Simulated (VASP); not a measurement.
TiC: electric field gradients with PBEsol

TiC:

```
CELL_PARAMETERS angstrom
0.00000 2.12020 2.12020
2.12020 0.00000 2.12020
2.12020 2.12020 0.00000
ATOMIC_POSITIONS crystal
Ti 0.00000 0.00000 0.00000
C 0.50000 0.50000 0.50000
```

```yaml
Program: VASP 6.6.1
Task: electric field gradients
Functional: PBEsol
Potentials_or_basis: VASP PAW PBE potentials, release 64 (Ti_sv, C)
Cutoff: 520 eV
k_mesh: 16 × 16 × 16
Occupations: fermi-dirac, width 0.03 eV
Spin: no spin polarisation
Dipole_correction: no
Further_INCAR_settings: ALGO = Normal; EDIFF = 1e-08; NBANDS = 15
```

The pressure is 10.9 GPa, the band gap on the k mesh is zero (bands 8 and 9 overlap by 1.10 eV) and the largest electric field gradient by atom is under 0.05 V/Å² on every atom.

Levels at points of the mesh, in eV from the Fermi level:
| k point | band 6 | band 7 | band 8 | band 9 | band 10 | band 11 |
| --- | --- | --- | --- | --- | --- | --- |
| (0.00, 0.00, 0.00) | 0.70 | 0.70 | 0.70 | 1.80 | 1.80 | 1.80 |
| (0.50, 0.00, 0.00) | -6.16 | -3.09 | -3.09 | 3.19 | 3.19 | 4.50 |
| (0.50, 0.50, 0.00) | -3.46 | -1.86 | 0.05 | 0.05 | 2.99 | 3.86 |

Wall time 38 s on 1 thread of Intel Xeon 8259CL (shared host), peak memory 0.17 GiB.

Caveat: the cell stands under pressure; the PAW data sets were made with another functional, which shifts forces and pressure a little.
